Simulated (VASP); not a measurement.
Wanted: the native input for a VASP 6.6.1 run.

| Property | Result |
| --- | --- |
| Task | single point |
| Functional | PBE |
| Potentials or basis | VASP PAW PBE potentials, release 64 (Sb, S) |
| Cutoff | 520 eV |
| k mesh | 4 × 4 × 4 |
| Occupations | gaussian, width 0.1 eV |
| Spin | no spin polarisation |
| Dipole correction | no |
| Further INCAR settings | ALGO = Normal; EDIFF = 1e-07; NBANDS = 26 |

The structure of SbS5 lies in POSCAR:

```
SbS5
1.0
    0.0000000000      4.3268162400      4.3268162400
    4.3268162400      0.0000000000      4.3268162400
    4.3268162400      4.3268162400      0.0000000000
Sb S
1 5
Direct
    0.0000000000      0.0000000000      0.0000000000
    0.2500000000      0.2500000000      0.2500000000
    0.1295901500      0.6234699500      0.6234699500
    0.6234699500      0.6234699500      0.6234699500
    0.6234699500      0.6234699500      0.1295901500
    0.6234699500      0.1295901500      0.6234699500
```

The cell was built from a structure type or drawn by symmetry, and may not be a known phase.

The input as run:

INCAR

```
PREC = Accurate
ENCUT = 520
EDIFF = 1E-7
ISMEAR = 0
SIGMA = 0.1
LREAL = False
LASPH = True
NELM = 100
ALGO = Normal
ISIF = 2
LWAVE = False
LCHARG = False
GGA = PE
NBANDS = 26
```

KPOINTS

```
Automatic mesh
0
Gamma
  4 4 4
```

Potentials or basis: VASP PAW PBE potentials, release 64 (Sb, S).

Run with:

```console
$ cat potpaw_PBE.64/Sb/POTCAR potpaw_PBE.64/S/POTCAR > POTCAR
$ mpirun -np 1 vasp_std > vasp.out
```

Results of the run:

```yaml
Pressure: -11.5 GPa
Largest_force: 0.210 eV/Å
Band_gap_on_the_k_mesh: zero (an odd number of electrons rules out a gap without spin polarisation)
```

Caveat: the cell stands under tension; spin-orbit coupling is left out, which moves the levels of the heavy elements.

Wall time 24 s on 1 thread of Intel(R) Xeon(R) 6975P-C (Granite Rapids) (shared host), peak memory 0.32 GiB.
